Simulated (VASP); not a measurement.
# Pb (Pm-3m) in VASP: a series of runs

Runs on Pb. Level: LDA. Tasks: single point, relaxation of cell and atoms.

All numbers are computed with VASP 6.6.1; they aren't measurements. Logs are shortened: lines on timing, memory, paths and dates and some standing lists are left out, and cuts for length are marked.

### 1 The cell of the first run

It takes space group Pm-3m (No. 221, cubic). Conventional cell: a = 3.190 Å, b = 3.190 Å, c = 3.190 Å, α = 90.00°, β = 90.00°, γ = 90.00°. Within 4.2 Å of Pb (site symmetry m-3m) lie 6 Pb at 3.19 Å.

This isn't the form of Pb at room conditions, which is fcc.

### 2 Single point, LDA

Contents of INCAR:

```
SYSTEM = Pb
ALGO     = Normal         ! electronic algorithm
EDIFF    = 1E-6           ! SCF threshold, eV
ENCUT    = 520            ! plane-wave cutoff, eV
GGA      = CA             ! functional
ISIF     = 2              ! what is computed and relaxed
ISMEAR   = -1             ! smearing method
LASPH    = .TRUE.         ! aspherical terms in the spheres
LCHARG   = .FALSE.        ! write CHGCAR
LREAL    = .FALSE.        ! projectors in reciprocal space
LWAVE    = .FALSE.        ! write WAVECAR
NBANDS   = 13             ! bands
NELM     = 100            ! most SCF steps
PREC     = Accurate       ! precision mode
SIGMA    = 0.05           ! smearing width, eV
```

Contents of KPOINTS:

```
k-points
0
G
  13 13 13
  0 0 0
```

Contents of POSCAR:

```
Pb
1.0
    3.1895009829      0.0000000000      0.0000000000
    0.0000000000      3.1895009829      0.0000000000
    0.0000000000      0.0000000000      3.1895009829
Pb
1
Direct
    0.0000000000      0.0000000000      0.0000000000
```

Potentials or basis: VASP PAW LDA potentials, release 64 (Pb_d).

Command:

```console
cat potpaw_LDA.64/Pb_d/POTCAR > POTCAR
mpirun -np 1 vasp_std > vasp.out
```

OUTCAR:

```text
SYSTEM = Pb
   EDIFF = 1E-6
   ENCUT = 520
   GGA = CA
   ISIF = 2
   ISMEAR = -1
   LASPH = .TRUE.
   LREAL = .FALSE.
   NELM = 100
   PREC = Accurate

 ion  position               nearest neighbor table
   1  0.000  0.000  0.000-

  LATTYP: Found a simple cubic cell.
 ALAT       =     3.1895009829

  Lattice vectors:

 A1 = (   3.1895009829,   0.0000000000,   0.0000000000)
 A2 = (   0.0000000000,   3.1895009829,   0.0000000000)
 A3 = (   0.0000000000,   0.0000000000,   3.1895009829)

Analysis of symmetry for initial positions (statically):
=====================================================================
 Subroutine PRICEL returns:
 Original cell was already a primitive cell.

 Routine SETGRP: Setting up the symmetry group for a
 simple cubic supercell.

 Subroutine GETGRP returns: Found 48 space group operations
 (whereof 48 operations were pure point group operations)
 out of a pool of 48 trial point group operations.

The static configuration has the point symmetry O_h .

Analysis of symmetry for dynamics (positions and initial velocities):
=====================================================================
 Subroutine PRICEL returns:
 Original cell was already a primitive cell.

 Routine SETGRP: Setting up the symmetry group for a
 simple cubic supercell.

 Subroutine GETGRP returns: Found 48 space group operations
 (whereof 48 operations were pure point group operations)
 out of a pool of 48 trial point group operations.

The dynamic configuration has the point symmetry O_h .

 Subroutine INISYM returns: Found 48 space group operations
 (whereof 48 operations are pure point group operations),
 and found     1 'primitive' translations

----------------------------------------------------------------------------------------

                                     Primitive cell

  volume of cell :      32.4465

  direct lattice vectors                    reciprocal lattice vectors
     3.189500983  0.000000000  0.000000000     0.313528670  0.000000000  0.000000000
     0.000000000  3.189500983  0.000000000     0.000000000  0.313528670  0.000000000
     0.000000000  0.000000000  3.189500983     0.000000000  0.000000000  0.313528670

  length of vectors
     3.189500983  3.189500983  3.189500983     0.313528670  0.313528670  0.313528670

  position of ions in fractional coordinates (direct lattice)
     0.000000000  0.000000000  0.000000000

  ion indices of the primitive-cell ions
   primitive index   ion index
                 1           1

----------------------------------------------------------------------------------------

 KPOINTS: k-points

Automatic generation of k-mesh.
 Grid dimensions read from file:
 generate k-points for:   13   13   13

 Generating k-lattice:

  Cartesian coordinates                     Fractional coordinates (reciprocal lattice)
     0.024117590  0.000000000  0.000000000     0.076923077  0.000000000  0.000000000
     0.000000000  0.024117590  0.000000000     0.000000000  0.076923077  0.000000000
     0.000000000  0.000000000  0.024117590     0.000000000  0.000000000  0.076923077

  Length of vectors
     0.024117590  0.024117590  0.024117590

  Shift w.r.t. Gamma in fractional coordinates (k-lattice)
     0.000000000  0.000000000  0.000000000

 Subroutine IBZKPT returns following result:
 ===========================================

 Found     84 irreducible k-points:

 Following reciprocal coordinates:
            Coordinates               Weight
  0.000000  0.000000  0.000000      1.000000
  0.076923  0.000000  0.000000      6.000000
  0.153846  0.000000  0.000000      6.000000
  0.230769  0.000000  0.000000      6.000000
  0.307692  0.000000  0.000000      6.000000
  0.384615  0.000000  0.000000      6.000000
[... 16 lines left out ...]
  0.307692  0.307692  0.000000     12.000000
  0.384615  0.307692  0.000000     24.000000
 [... further k-points ...]
   k-points           NKPTS =     84   k-points in BZ     NKDIM =     84   number of bands    NBANDS=     13
   number of dos      NEDOS =    301   number of ions     NIONS =      1
   total plane-waves  NPLWV =  13824
   dimension x,y,z NGX =    24 NGY =   24 NGZ =   24
   dimension x,y,z NGXF=    48 NGYF=   48 NGZF=   48
   ions per type =               1
   NGX,Y,Z   is equivalent  to a cutoff of  12.51, 12.51, 12.51 a.u.
   NGXF,Y,Z  is equivalent  to a cutoff of  25.02, 25.02, 25.02 a.u.
 SYSTEM =  Pb
   PREC   = accura    normal or accurate (medium, high low for compatibility)
   ISTART =      0    job   : 0-new  1-cont  2-samecut
   ICHARG =      2    charge: 1-file 2-atom 10-const
   ISPIN  =      1    spin polarized calculation?
   LNONCOLLINEAR =      F non collinear calculations
   LSORBIT =      F    spin-orbit coupling
   LASPH  =      T    aspherical Exc in radial PAW
   ENCUT  =  520.0 eV  38.22 Ry    6.18 a.u.   5.93  5.93  5.93*2*pi/ulx,y,z
   NELM   =    100;   NELMIN=  2; NELMDL= -5     # of ELM steps
   EDIFF  = 0.1E-05   stopping-criterion for ELM
   LREAL  =      F    real-space projection
   EDIFFG = 0.1E-04   stopping-criterion for IOM
   NSW    =      0    number of steps for IOM
   IBRION =     -1    ionic relax: 0-MD 1-quasi-New 2-CG
   NFREE  =      0    steps in history (QN), initial steepest desc. (CG)
   ISIF   =      2    stress and relaxation
   ISYM   =      2    0-nonsym 1-usesym 2-fastsym
   POTIM  = 0.5000    time-step for ionic-motion
   TEBEG  =    0.0;   TEEND  =   0.0 temperature during run
   PSTRESS=    0.0 pullay stress
   NELECT =      14.0000    total number of electrons
   NUPDOWN=      -1.0000    fix difference up-down
   EMIN   =  10.00;   EMAX   =-10.00  energy-range for DOS
   EFERMI =   0.00;   METHOD = LEGACY
   ISMEAR =    -1;   SIGMA  =   0.05  broadening in eV -4-tet -1-fermi 0-gaus
   EFERMI_NEDOS =   21; number of points for ismear=-14 and -15
   IALGO  =     38    algorithm
   IMIX   =      4    mixing-type and parameters
     AMIX     =   0.40;   BMIX     =  1.00
     AMIX_MAG =   1.60;   BMIX_MAG =  1.00
  volume/ion in A,a.u.               =      32.45       218.96
  Fermi-wavevector in a.u.,A,eV,Ry     =   1.237071  2.337726 20.821617  1.530346
  Thomas-Fermi vector in A             =   2.371654
   LORBIT       =      0    0 simple, 1 ext, 2 COOP (PROOUT), +10 PAW based schemes
   GGA     = CA    functional components
   LHFCALC =     F    Hartree Fock is set to
   AEXX    =    0.0000 exact exchange contribution
   IVDW    =     0    specifies the selected vdW correction
   LEPSILON=     F    determine dielectric tensor
   LRPA    =     F    only Hartree local field effects (RPA)
 non-spin polarized calculation
  energy-cutoff  :      520.00
  volume of cell :       32.45
 maximum number of plane-waves:       895
 NGX is ok and might be reduce to    24
   NGX = 11   NGY = 11   NGZ = 11

 number of electron      14.0000005 magnetization

 Free energy of the ion-electron system (eV)
  ---------------------------------------------------
  ext. energy  EPLUGINS =         0.00000000
  ---------------------------------------------------
  free energy    TOTEN  =        -4.08028148 eV

  energy without entropy =       -4.07537801  energy(sigma->0) =       -4.07782974

 E-fermi :   6.0462     XC(G=0): -10.0299

 val. band max:        6.0163419289   @ k =   0.4615   0.4615   0.3846
 cond. band min:       6.1485711354   @ k =   0.3077   0.3077   0.1538
 fundamental gap:      0.1322292065
 Fermi energy:         6.0461955504

 k-point     1 :       0.0000    0.0000    0.0000
  band No.  band energies     occupation
      1     -11.1761      2.00000
      2     -11.1761      2.00000
      3     -10.5252      2.00000
      4     -10.5252      2.00000
      5     -10.5252      2.00000
      6      -5.4211      2.00000
      7      11.0658      0.00000
      8      11.0658      0.00000
      9      11.0658      0.00000
     10      14.2034      0.00000
     11      15.5993      0.00000
     12      15.5993      0.00000
     13      24.2090      0.00000

 k-point     2 :       0.0769    0.0000    0.0000
  band No.  band energies     occupation
      1     -11.1740      2.00000
      2     -11.1484      2.00000
      3     -10.5354      2.00000
      4     -10.5354      2.00000
      5     -10.5244      2.00000
      6      -5.3348      2.00000
      7       9.9663      0.00000
      8      11.1672      0.00000
      9      11.1672      0.00000
     10      14.5853      0.00000
     11      15.6438      0.00000
     12      16.4981      0.00000
     13      23.8781      0.00000

 k-point     3 :       0.1538    0.0000    0.0000
  band No.  band energies     occupation
      1     -11.1684      2.00000
      2     -11.0722      2.00000
      3     -10.5636      2.00000
      4     -10.5636      2.00000
      5     -10.5220      2.00000
      6      -5.0760      2.00000
      7       8.0653      0.00000
      8      11.4619      0.00000
      9      11.4619      0.00000
     10      14.8942      0.00000
     11      15.7777      0.00000
     12      18.6352      0.00000
     13      22.5657      0.00000
[... 305 lines left out ...]
 k-point    23 :       0.3077    0.3077    0.0000
  band No.  band energies     occupation
      1     -10.9980      2.00000
      2     -10.7999      2.00000
      3     -10.6333      2.00000
      4     -10.6294      2.00000
      5     -10.6250      2.00000
      6      -2.7780      2.00000
      7       5.6381      1.99943
      8       5.7918      1.98775
      9      13.4279      0.00000
     10      13.9761      0.00000
     11      16.9601      0.00000
     12      20.3048      0.00000
     13      21.8635      0.00000

 k-point    24 :       0.3846    0.3077    0.0000
  band No.  band energies     occupation
      1     -10.9778      2.00000
      2     -10.8438      2.00000
      3     -10.6646      2.00000
      4     -10.6275      2.00000
      5     -10.5342      2.00000
      6      -2.1570      2.00000
      7       4.2458      2.00000
      8       6.2822      0.01768
      9      12.2467      0.00000
     10      14.5749      0.00000
     11      17.4657      0.00000
     12      19.6779      0.00000
     13      21.1320      0.00000

 [... further k-points ...]
[... 5 lines left out ...]
  --------------------------------------------------------------------------------------
  -------------------------------------------------------------------------------------
  Total       -0.3475538     -0.3475538     -0.3475538      0.0000000      0.0000000      0.0000000
  in kB      -17.1618625    -17.1618625    -17.1618625      0.0000000      0.0000000      0.0000000
  external PRESSURE =     -17.1618625 kB  Pullay stress =       0.0000000 kB

 VOLUME and BASIS-vectors are now :
 -----------------------------------------------------------------------------
  energy-cutoff  :      520.00
  volume of cell :       32.45
      direct lattice vectors                 reciprocal lattice vectors
     3.189500983  0.000000000  0.000000000     0.313528670  0.000000000  0.000000000
     0.000000000  3.189500983  0.000000000     0.000000000  0.313528670  0.000000000
     0.000000000  0.000000000  3.189500983     0.000000000  0.000000000  0.313528670

 POSITION                                       TOTAL-FORCE (eV/Angst)
 -----------------------------------------------------------------------------------
      0.00000      0.00000      0.00000         0.000000      0.000000      0.000000
 -----------------------------------------------------------------------------------
    total drift:                                0.000000      0.000000      0.000000

  FREE ENERGIE OF THE ION-ELECTRON SYSTEM (eV)
  ---------------------------------------------------
  free  energy   TOTEN  =        -4.0802814774 eV

  energy  without entropy=       -4.0753780113  energy(sigma->0) =       -4.07782974
```

Wall time 19 s (1 thread of AMD EPYC 7R43 (Zen 3), shared host); peak memory 0.12 GiB.

Results:

| Quantity | Value |
| --- | --- |
| Free energy | -4.0803 eV |
| Pressure | -1.7 GPa |
| Band gap on the k mesh | zero (bands 7 and 8 overlap by 6.82 eV) |

Caveat: spin-orbit coupling is left out, which moves the levels of the heavy elements.

### 3 Relaxation of cell and atoms, LDA

This run uses another cell than the first one, of 31.13 Å³/atom.

Contents of INCAR:

```
ALGO = Normal ; EDIFF = 1E-7
EDIFFG = -0.005 ; ENCUT = 600
GGA = CA ; IBRION = 2
ISIF = 3 ; ISMEAR = -1
LASPH = T ; LCHARG = F
LREAL = F ; LWAVE = F
NELM = 80 ; NSW = 45
PREC = Accurate ; SIGMA = 0.05
```

Contents of KPOINTS:

```
k-points
0
Gamma
  13 13 13
```

Contents of POSCAR:

```
Pb
1.0
    3.1456108336      0.0000000000      0.0000000000
    0.0000000000      3.1456108336      0.0000000000
    0.0000000000      0.0000000000      3.1456108336
Pb
1
Direct
    0.0000000000      0.0000000000      0.0000000000
```

Potentials or basis: VASP PAW LDA potentials, release 64 (Pb_d).

Command:

```console
cat potpaw_LDA.64/Pb_d/POTCAR > POTCAR
mpirun -np 1 vasp_std > vasp.out
```

OUTCAR:

```text
EDIFF = 1E-7
   EDIFFG = -0.005
   ENCUT = 600
   GGA = CA
   IBRION = 2
   ISIF = 3
   ISMEAR = -1
   LASPH = T
   LREAL = F
   NELM = 80
   NSW = 45
   PREC = Accurate

 ion  position               nearest neighbor table
   1  0.000  0.000  0.000-

  LATTYP: Found a simple cubic cell.
 ALAT       =     3.1456108336

  Lattice vectors:

 A1 = (   3.1456108336,   0.0000000000,   0.0000000000)
 A2 = (   0.0000000000,   3.1456108336,   0.0000000000)
 A3 = (   0.0000000000,   0.0000000000,   3.1456108336)

Analysis of symmetry for initial positions (statically):
=====================================================================
 Subroutine PRICEL returns:
 Original cell was already a primitive cell.

 Routine SETGRP: Setting up the symmetry group for a
 simple cubic supercell.

[... 249 lines left out ...]
 fundamental gap:      0.1384347339
 Fermi energy:         6.4697524080

 k-point     1 :       0.0000    0.0000    0.0000
  band No.  band energies     occupation
      1     -10.8284      2.00000
      2     -10.8284      2.00000
      3     -10.1033      2.00000
      4     -10.1033      2.00000
      5     -10.1033      2.00000
      6      -5.2523      2.00000
      7      11.6344      0.00000
      8      11.6344      0.00000
      9      11.6344      0.00000
     10      14.9091      0.00000
     11      16.2419      0.00000
[... 309 lines left out ...]
 k-point    24 :       0.3846    0.3077    0.0000
  band No.  band energies     occupation
      1     -10.6107      2.00000
      2     -10.4627      2.00000
      3     -10.2595      2.00000
      4     -10.2179      2.00000
      5     -10.1173      2.00000
      6      -1.8094      2.00000
      7       4.5921      2.00000
      8       6.7324      0.01040
      9      12.7442      0.00000
     10      15.3530      0.00000
     11      18.0741      0.00000

 [... further k-points ...]
[... 5 lines left out ...]
  --------------------------------------------------------------------------------------
  -------------------------------------------------------------------------------------
  Total        0.0016184      0.0016184      0.0016184     -0.0000000     -0.0000000      0.0000000
  in kB        0.0831063      0.0831063      0.0831063     -0.0000000     -0.0000000      0.0000000
  external PRESSURE =       0.0831063 kB  Pullay stress =       0.0000000 kB
[... 16 lines left out ...]
  FREE ENERGIE OF THE ION-ELECTRON SYSTEM (eV)
  ---------------------------------------------------
  free  energy   TOTEN  =        -4.0869953403 eV

  energy  without entropy=       -4.0824460722  energy(sigma->0) =       -4.08472071

 reached required accuracy - stopping structural energy minimisation
```

OSZICAR:

```text
N       E                     dE             d eps       ncg     rms          rms(c)
DAV:   1     0.109532138641E+03    0.10953E+03   -0.80002E+03  1860   0.162E+03
DAV:   2     0.960780086705E+00   -0.10857E+03   -0.10638E+03  1866   0.343E+02
[... 18 lines left out ...]
   2 F= -.40869898E+01 E0= -.40847109E+01  d E =-.228756E-04
       N       E                     dE             d eps       ncg     rms          rms(c)
DAV:   1    -0.408722022208E+01   -0.23040E-03   -0.67359E-03  2130   0.185E+00    0.775E-02
DAV:   2    -0.408702280078E+01    0.19742E-03   -0.40368E-04  2133   0.452E-01    0.271E-02
DAV:   3    -0.408699536298E+01    0.27438E-04   -0.11332E-04  2329   0.226E-01    0.225E-03
DAV:   4    -0.408699528003E+01    0.82947E-07   -0.14978E-06  1956   0.145E-02    0.119E-03
DAV:   5    -0.408699534031E+01   -0.60274E-07   -0.66615E-07  1926   0.873E-03
   3 F= -.40869953E+01 E0= -.40847207E+01  d E =-.284023E-04
```

CONTCAR:

```text
Pb
   1.00000000000000
     3.1481377714602021   -0.0000000000000000    0.0000000000000000
    -0.0000000000000000    3.1481377714602021    0.0000000000000000
     0.0000000000000000   -0.0000000000000000    3.1481377714602021
  Pb
     1
Direct
     0.0000000000000000    0.0000000000000000    0.0000000000000000

  0.00000000E+00  0.00000000E+00  0.00000000E+00
```

Run time: 55 s. Hardware: 1 thread of AMD EPYC 7R43 (Zen 3), shared host; peak memory 0.13 GiB.

What came out:

```yaml
Free_energy: -4.0870 eV
Relaxed_volume: 31.20 Å³/atom
Relaxed_cell: a = 3.148 Å, b = 3.148 Å, c = 3.148 Å, α = 90.00°, β = 90.00°, γ = 90.00°
Space_group_after_relaxing_to_0.1_Å: Pm-3m (No. 221)
Energy_gained_by_relaxing: 0.0 meV/atom
Ionic_steps: 3
Pressure_after_relaxing: 0.0 GPa
Band_gap_on_the_k_mesh: zero (bands 7 and 8 overlap by 7.06 eV)
```

Final structure:
```cif
data_structure
_symmetry_space_group_name_H-M 'P 1'
_symmetry_Int_Tables_number 1
_cell_length_a 3.1481
_cell_length_b 3.1481
_cell_length_c 3.1481
_cell_angle_alpha 90.000
_cell_angle_beta 90.000
_cell_angle_gamma 90.000
_cell_volume 31.20
loop_
_atom_site_label
_atom_site_type_symbol
_atom_site_fract_x
_atom_site_fract_y
_atom_site_fract_z
_atom_site_occupancy
Pb1 Pb 0.00000 0.00000 0.00000 1
```

Levels at points of the mesh, in eV from the Fermi level:
```
           k point  band 4  band 5  band 6  band 7  band 8  band 9  band 10  band 11
(0.00, 0.00, 0.00)  -16.57  -16.57  -11.72    5.16    5.16    5.16     8.44     9.77
```

Caveat: spin-orbit coupling is left out, which moves the levels of the heavy elements.
